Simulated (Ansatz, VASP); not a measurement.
Two plane-wave programs on Cu

File POSCAR:

```
Cu
1.0
    0.0000000000      1.8075000000      1.8075000000
    1.8075000000      0.0000000000      1.8075000000
    1.8075000000      1.8075000000      0.0000000000
Cu
1
Direct
    0.0000000000      0.0000000000      0.0000000000
```

Contents of INCAR.step1:

```
SYSTEM = Cu
PREC = Accurate
ENCUT = 520
EDIFF = 1E-5
ISMEAR = -1
SIGMA = 0.05
LREAL = .FALSE.
LASPH = .TRUE.
NELM = 100
ALGO = Normal
ISIF = 2
LWAVE = .TRUE.
GGA = PE
NBANDS = 12
```

Contents of INCAR.step2:

```
SYSTEM = Cu
PREC = Accurate
ENCUT = 520
EDIFF = 1E-6
ISMEAR = -1
SIGMA = 0.05
LREAL = .FALSE.
LASPH = .TRUE.
NELM = 100
ALGO = Normal
ISIF = 2
LWAVE = .FALSE.
LCHARG = .TRUE.
METAGGA = R2SCAN
LHFCALC = .TRUE.
AEXX = 0.1
LMIXTAU = .TRUE.
PRECFOCK = Normal
LELF = .TRUE.
LVHAR = .TRUE.
ISTART = 1
NBANDS = 12
```

The input KPOINTS:

```
Automatic mesh
0
G
  7 7 7
  0 0 0
```

Contents of input.yaml:

```yaml
crystal:
  lattice:
    - [0.0, 1.8075, 1.8075]
    - [1.8075, 0.0, 1.8075]
    - [1.8075, 1.8075, 0.0]
  atoms:
    - { symbol: Cu, position: [0.0, 0.0, 0.0] }
hamiltonian:
  xc: r2scanh
  pseudopotentials: { kind: paw }
kpoints:
  mp_grid: { grid: [7, 7, 7] }
scf:
  occupations: { method: fermi_dirac, width: 0.05 }
output:
  forces: true
  stress: true
  eigenvalues: true
```

Alike in both runs: task single point; functional r2SCANh; k mesh 7 × 7 × 7; occupations fermi-dirac, width 0.05 eV; no spin polarisation.

|  | VASP | Ansatz |
| --- | --- | --- |
| version | VASP 6.6.1 | Ansatz 0.2.0 |
| potentials or method | VASP PAW PBE potentials, release 64 (Cu) | Ansatz PAW |
| plane-wave cutoff (eV) | 520 | 500 |
| valence electrons in the cell | 11 | 19 |

VASP gave:

| Property | Result |
| --- | --- |
| gap on the k mesh at the Fermi level (eV) | none |
| pressure (GPa) | -3.6 |

**Question.** Estimate Ansatz's values.

**Answer.** gap on the k mesh at the Fermi level (eV): none; pressure (GPa): -4.1.

VASP's potentials were made for PBE, not for r2SCANh. A gap of «none» marks a metal or a gap that the smearing closes. VASP's potentials hold 11 valence electrons a cell and Ansatz's 19, so a difference there can come from the potentials and not from the codes.

The k mesh is coarse, so the values compare programs but aren't converged.
